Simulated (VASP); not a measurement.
# LiS2 (P1) in VASP: single point with PBE

Aim: the single point of LiS2 with PBE.

Program: VASP 6.6.1. These are calculated values, not measurements. Logs are shortened: lines on timing, memory, paths and dates and some standing lists are left out, and cuts for length are marked.

**1. The cell of the first run**

The typed cell holds 6 atoms: a = 4.066 Å, b = 2.861 Å, c = 9.598 Å, α = 90.02°, β = 106.55°, γ = 89.99°.

**2. Single point, PBE**

INCAR

```
PREC = Accurate
ENCUT = 520
EDIFF = 1E-6
ISMEAR = 0
SIGMA = 0.1
LREAL = False
LASPH = True
NELM = 100
ALGO = Normal
ISIF = 2
LWAVE = False
LCHARG = True
GGA = PE
LELF = True
LVHAR = True
NBANDS = 24
```

KPOINTS

```
regular mesh
0
Gamma
  8 8 2
```

POSCAR

```
LiS2
1.0
    4.0387325240     -0.0042555556     -0.4720135025
    0.0031827919      2.8611148825     -0.0022073652
   -1.6476168219      0.0062702337      9.4557682168
Li S
2 4
Direct
    0.0669724534      0.6668463093      0.6110247052
    0.4336158417      0.1664221162      0.3890453820
    1.0785361739     -0.3334652166     -0.0588334799
    0.4204292862      0.1664521388      0.0588412041
   -0.1042418263      0.6663940277      0.3341443271
    0.6046880712      0.1673506246      0.6657778615
```

Potentials or basis: VASP PAW PBE potentials, release 64 (Li_sv, S).

Launch:

```console
> cat potpaw_PBE.64/Li_sv/POTCAR potpaw_PBE.64/S/POTCAR > POTCAR
> mpirun -np 1 vasp_std > vasp.out
```

OUTCAR:

```text
PREC = Accurate
   ENCUT = 520
   EDIFF = 1E-6
   ISMEAR = 0
   LREAL = False
   LASPH = True
   NELM = 100
   ISIF = 2
   GGA = PE

 ion  position               nearest neighbor table
   1  0.067  0.667  0.611-   6 2.53   6 2.53   6 2.54   6 2.54   5 2.55
   2  0.434  0.166  0.389-   5 2.53   5 2.53   5 2.54   5 2.54   6 2.55
   3  0.079  0.667  0.941-   4 2.09   4 2.09
   4  0.420  0.166  0.059-   3 2.09   3 2.09
   5  0.896  0.666  0.334-   2 2.53   2 2.53   2 2.54   2 2.54   1 2.55
   6  0.605  0.167  0.666-   1 2.53   1 2.53   1 2.54   1 2.54   2 2.55

  LATTYP: Found a triclinic cell.
 ALAT       =     7.0193493914
 B/A-ratio  =     0.4076043725
 C/A-ratio  =     1.8804538190
 COS(alpha) =     0.0000798174
 COS(beta)  =     0.4154346648
 COS(gamma) =     0.8151230655

  Lattice vectors:

 A1 = (  -4.0323669402,   5.7264853206,   0.4675987721)
 A2 = (   0.0031827919,   2.8611148825,  -0.0022073652)
 A3 = ( -10.4685807501,   0.0064964331,  -8.0397277093)

Analysis of symmetry for initial positions (statically):
=====================================================================
 Subroutine PRICEL returns:
 Original cell was already a primitive cell.

 Routine SETGRP: Setting up the symmetry group for a
 triclinic supercell.

 Subroutine GETGRP returns: Found  1 space group operations
 (whereof  1 operations were pure point group operations)
 out of a pool of  2 trial point group operations.

The static configuration has the point symmetry C_1 .

Analysis of symmetry for dynamics (positions and initial velocities):
=====================================================================
 Subroutine PRICEL returns:
 Original cell was already a primitive cell.

 Routine SETGRP: Setting up the symmetry group for a
 triclinic supercell.

 Subroutine GETGRP returns: Found  1 space group operations
 (whereof  1 operations were pure point group operations)
 out of a pool of  2 trial point group operations.

The dynamic configuration has the point symmetry C_1 .

 Subroutine INISYM returns: Found  1 space group operations
 (whereof  1 operations are pure point group operations),
 and found     1 'primitive' translations

----------------------------------------------------------------------------------------

                                     Primitive cell

[... 98 lines left out ...]
   EDIFF  = 0.1E-05   stopping-criterion for ELM
   LREAL  =      F    real-space projection
   EDIFFG = 0.1E-04   stopping-criterion for IOM
   NSW    =      0    number of steps for IOM
   IBRION =     -1    ionic relax: 0-MD 1-quasi-New 2-CG
   NFREE  =      0    steps in history (QN), initial steepest desc. (CG)
   ISIF   =      2    stress and relaxation
   ISYM   =      2    0-nonsym 1-usesym 2-fastsym
   POTIM  = 0.5000    time-step for ionic-motion
   TEBEG  =    0.0;   TEEND  =   0.0 temperature during run
   PSTRESS=    0.0 pullay stress
   NELECT =      30.0000    total number of electrons
   NUPDOWN=      -1.0000    fix difference up-down
   EMIN   =  10.00;   EMAX   =-10.00  energy-range for DOS
   EFERMI =   0.00;   METHOD = LEGACY
   ISMEAR =     0;   SIGMA  =   0.10  broadening in eV -4-tet -1-fermi 0-gaus
   EFERMI_NEDOS =   21; number of points for ismear=-14 and -15
   IALGO  =     38    algorithm
   IMIX   =      4    mixing-type and parameters
     AMIX     =   0.40;   BMIX     =  1.00
     AMIX_MAG =   1.60;   BMIX_MAG =  1.00
  volume/ion in A,a.u.               =      17.84       120.39
  Fermi-wavevector in a.u.,A,eV,Ry     =   1.071358  2.024572 15.616862  1.147807
  Thomas-Fermi vector in A             =   2.207095
   LORBIT       =      0    0 simple, 1 ext, 2 COOP (PROOUT), +10 PAW based schemes
   GGA     = PE    functional components
   LHFCALC =     F    Hartree Fock is set to
   AEXX    =    0.0000 exact exchange contribution
   IVDW    =     0    specifies the selected vdW correction
   LEPSILON=     F    determine dielectric tensor
   LRPA    =     F    only Hartree local field effects (RPA)
 non-spin polarized calculation
 Gauss-broadening in eV      SIGMA  =   0.10
  energy-cutoff  :      520.00
  volume of cell :      107.04
 maximum number of plane-waves:      2913
   NGX = 15   NGY = 11   NGZ = 35

 number of electron      29.9999998 magnetization

 Free energy of the ion-electron system (eV)
  ---------------------------------------------------
  ext. energy  EPLUGINS =         0.00000000
  ---------------------------------------------------
  free energy    TOTEN  =       -22.56399503 eV

  energy without entropy =      -22.55769510  energy(sigma->0) =      -22.56084506

 E-fermi :   3.4824     XC(G=0):  -9.1731

 val. band max:        3.4784522171   @ k =   0.5000   0.2500   0.0000
 cond. band min:       3.5130226226   @ k =   0.3750   0.2500  -0.0000
 fundamental gap:      0.0345704055
 Fermi energy:         3.4824177648

 k-point     1 :       0.0000    0.0000    0.0000
  band No.  band energies     occupation
      1     -41.4370      2.00000
      2     -41.4289      2.00000
      3     -14.2489      2.00000
      4      -9.0223      2.00000
      5      -8.8711      2.00000
      6      -6.9011      2.00000
[... 637 lines left out ...]
     23      10.8513      0.00000
     24      11.3104      0.00000

 [... further k-points ...]

------------------------ aborting loop because EDIFF is reached ----------------------------------------

  FORCE on cell =-STRESS in cart. coord.  units (eV):
  Direction    XX          YY          ZZ          XY          YZ          ZX
  --------------------------------------------------------------------------------------
  -------------------------------------------------------------------------------------
  Total       -0.1620841     -0.2361015     -0.1388015      0.0084027      0.0096025     -0.1623343
  in kB       -2.4260991     -3.5340021     -2.0776014      0.1257723      0.1437310     -2.4298444
  external PRESSURE =      -2.6792342 kB  Pullay stress =       0.0000000 kB

 VOLUME and BASIS-vectors are now :
 -----------------------------------------------------------------------------
  energy-cutoff  :      520.00
  volume of cell :      107.04
      direct lattice vectors                 reciprocal lattice vectors
     4.038732524 -0.004255556 -0.472013503     0.252749244 -0.000247189  0.044040362
     0.003182792  2.861114882 -0.002207365     0.000348283  0.349513583 -0.000171080
    -1.647616822  0.006270234  9.455768217     0.012616831  0.000069252  0.107953922

 POSITION                                       TOTAL-FORCE (eV/Angst)
 -----------------------------------------------------------------------------------
     -0.73413      1.91147      5.74462        -0.001838      0.001030     -0.004864
      1.11079      0.47675      3.47368         0.001156      0.000250      0.001644
     -1.23137      1.91260      8.86091         0.138206     -0.004156      0.112481
      1.60158      0.47482      0.35757        -0.136250      0.004961     -0.111411
      3.06931      1.90491      2.73531        -0.000448      0.001171      0.008425
      1.34576      0.48041      6.00965        -0.000826     -0.003255     -0.006275
 -----------------------------------------------------------------------------------
    total drift:                               -0.000003      0.000003     -0.000034

  FREE ENERGIE OF THE ION-ELECTRON SYSTEM (eV)
  ---------------------------------------------------
  free  energy   TOTEN  =       -22.5639950270 eV

  energy  without entropy=      -22.5576950992  energy(sigma->0) =      -22.56084506
```

OSZICAR:

```text
N       E                     dE             d eps       ncg     rms          rms(c)
DAV:   1     0.169209063115E+03    0.16921E+03   -0.12919E+04  3264   0.119E+03
DAV:   2    -0.621487738006E+01   -0.17542E+03   -0.16615E+03  4248   0.247E+02
DAV:   3    -0.234372682397E+02   -0.17222E+02   -0.17030E+02  5440   0.650E+01
DAV:   4    -0.245887475732E+02   -0.11515E+01   -0.11428E+01  5088   0.159E+01
DAV:   5    -0.246425555344E+02   -0.53808E-01   -0.53804E-01  4808   0.279E+00    0.168E+01
DAV:   6    -0.228941187133E+02    0.17484E+01   -0.20669E+01  4512   0.137E+01    0.116E+01
DAV:   7    -0.226065256781E+02    0.28759E+00   -0.13771E+00  4032   0.548E+00    0.761E+00
DAV:   8    -0.225860862576E+02    0.20439E-01   -0.55870E-01  4040   0.329E+00    0.129E+00
DAV:   9    -0.225662307110E+02    0.19856E-01   -0.48454E-02  4144   0.113E+00    0.758E-01
DAV:  10    -0.225644095737E+02    0.18211E-02   -0.31200E-02  4328   0.753E-01    0.286E-01
DAV:  11    -0.225639646328E+02    0.44494E-03   -0.49648E-03  4024   0.340E-01    0.114E-01
DAV:  12    -0.225640207207E+02   -0.56088E-04   -0.38955E-04  4176   0.105E-01    0.573E-02
DAV:  13    -0.225639929736E+02    0.27747E-04   -0.79519E-05  4720   0.424E-02    0.169E-02
DAV:  14    -0.225639953086E+02   -0.23351E-05   -0.25341E-05  4272   0.234E-02    0.124E-02
DAV:  15    -0.225639950270E+02    0.28167E-06   -0.11955E-06  2832   0.570E-03
   1 F= -.22563995E+02 E0= -.22560845E+02  d E =-.629993E-02
```

Run time: 71 s. Hardware: 1 thread of Intel Xeon 6975P-C (Granite Rapids), shared host; peak memory 0.28 GiB.

What came out:

```yaml
Free_energy: -22.5640 eV
Largest_force: 0.178 eV/Å
Band_gap_on_the_k_mesh: zero (bands 15 and 16 overlap by 3.08 eV)
```

Forces in eV/Å, atoms in the order of the input:
```
Li  -0.002  0.001 -0.005
Li   0.001  0.000  0.002
S    0.138 -0.004  0.112
S   -0.136  0.005 -0.111
S    0.000  0.001  0.008
S   -0.001 -0.003 -0.006
```

Caveat: the cutoff is under 1.25 times the usual one of these potentials, so pressure, stress and relaxed cells hold a basis-set (Pulay) error.
